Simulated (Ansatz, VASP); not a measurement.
**Two plane-wave programs on Hg**

```
Hg
1.0
     3.58124    0.00000    0.00000
    -1.79062    3.10144    0.00000
     0.00000    0.00000    5.62190
Hg
2
Cartesian
  0.0000 2.0676 1.4055
  1.7906 1.0338 4.2164
```

Alike in both runs: task single point; functional PBE; k mesh 11 × 11 × 7; occupations fermi-dirac, width 0.1 eV; no spin polarisation.

```csv
,VASP,Ansatz
version,VASP 6.6.1,Ansatz 0.2.0
potentials or method,"VASP PAW PBE potentials, release 64 (Hg), cutoff 520 eV","plane waves (420 eV) with PAW, scalar-relativistic"
valence electrons in the cell,24,40
```

```tsv
	VASP	Ansatz	Ansatz less VASP
pressure (GPa)	0.0	0.0	-0.04
```

VASP's potentials hold 24 valence electrons a cell and Ansatz's 40, so a difference there can come from the potentials and not from the codes.

Spin-orbit coupling is off throughout.
